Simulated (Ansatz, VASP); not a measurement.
# SiTe4H: VASP beside Ansatz

```xyz
6
Lattice="2.7673 1.5977 5.3151 -2.7673 1.5977 5.3151 0.0000 -3.1954 5.3151" Properties=species:S:1:pos:R:3 pbc="T T T"
Si    0.0000    0.0000    0.0000
Te    0.0000    0.0000   13.1888
Te    0.0000    0.0000    2.7564
Te    0.0000    0.0000    6.0095
Te    0.0000    0.0000    9.9356
H     0.0000    0.0000    7.9726
```

Alike in both runs: task relaxation of cell and atoms; functional PBE; k mesh 6 × 6 × 6; occupations gaussian, width 0.1 eV; no spin polarisation.

|  | VASP | Ansatz |
| --- | --- | --- |
| version | VASP 6.6.1 | Ansatz 0.2.0 |
| potentials or method | VASP PAW PBE potentials, release 64 (Si, Te, H), cutoff 600 eV | scalar-relativistic, plane waves, PAW |
| valence electrons in the cell | 29 | 69 |

Ansatz gave:

```
gap on the k mesh at the Fermi level, each at its own relaxed structure (eV) : none
relaxed volume (Å³/atom)                                                     : 23.57
relaxed cell length with the largest relative difference (Å)                 : 6.310
```

Problem. Estimate VASP's values.

Solution. gap on the k mesh at the Fermi level, each at its own relaxed structure (eV): none; relaxed volume (Å³/atom): 23.51; relaxed cell length with the largest relative difference (Å): 6.321.

A gap of «none» marks a metal or a gap that the smearing closes. VASP's potentials hold 29 valence electrons a cell and Ansatz's 69, so a difference there can come from the potentials and not from the codes.

Spin-orbit coupling is off throughout.
